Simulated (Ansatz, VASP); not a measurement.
Ta: VASP beside Ansatz

INCAR

```
SYSTEM = Ta
  ALGO = Fast
  EDIFF = 1E-6
  ENCUT = 520
  GGA = PE
  ISIF = 2
  ISMEAR = 0
  LASPH = .TRUE.
  LCHARG = .FALSE.
  LREAL = .FALSE.
  LWAVE = .FALSE.
  NBANDS = 12
  NELM = 80
  PREC = Accurate
  SIGMA = 0.15
```

File KPOINTS:

```
k-points
0
G
  18 18 18
  0 0 0
```

Contents of POSCAR:

```
Ta
1.0
   -1.6138477708      1.6594835689      1.5972529351
    1.6138477708     -1.6594835689      1.5972529351
    1.6138477708      1.6594835689     -1.5972529351
Ta
1
Direct
    0.0000000000      0.0000000000      0.0000000000
```

Input for Ansatz:

```yaml
crystal:
  lattice:
    - [-1.6138477708, 1.6594835689, 1.5972529351]
    - [1.6138477708, -1.6594835689, 1.5972529351]
    - [1.6138477708, 1.6594835689, -1.5972529351]
  atoms:
    - { symbol: Ta, position: [0.0, 0.0, 0.0] }
basis:
  ecutwfc: 420
kpoints:
  mp_grid: { grid: [18, 18, 18] }
hamiltonian:
  xc: pbe
  pseudopotentials: { kind: paw, azcp: { folder: soft_1 } }
scf:
  occupations: { method: gaussian, width: 0.15 }
output:
  forces: true
  stress: true
  eigenvalues: true
```

Change from the starting cell: normal strain along x -0.0275, normal strain along z -0.0375.

Alike in both runs: task single point; functional PBE; k mesh 18 × 18 × 18; occupations gaussian, width 0.15 eV; no spin polarisation.

|  | VASP | Ansatz |
| --- | --- | --- |
| version | VASP 6.6.1 | Ansatz 0.2.0 |
| potentials or method | VASP PAW PBE potentials, release 64 (Ta_pv), cutoff 520 eV | scalar-relativistic, plane waves, PAW |
| valence electrons in the cell | 11 | 13 |

Ansatz gave:

| Quantity | Value |
| --- | --- |
| gap on the k mesh at the Fermi level (eV) | none |
| pressure (GPa) | 14.7 |
| traceless stress, the component that is largest in VASP (GPa) | -3.04 |

Estimate VASP's values.

gap on the k mesh at the Fermi level (eV): none; pressure (GPa): 14.9; traceless stress, the component that is largest in VASP (GPa): -3.04.

A gap of «none» marks a metal or a gap that the smearing closes. VASP's potentials hold 11 valence electrons a cell and Ansatz's 13, so a difference there can come from the potentials and not from the codes.

Spin-orbit coupling is off throughout.
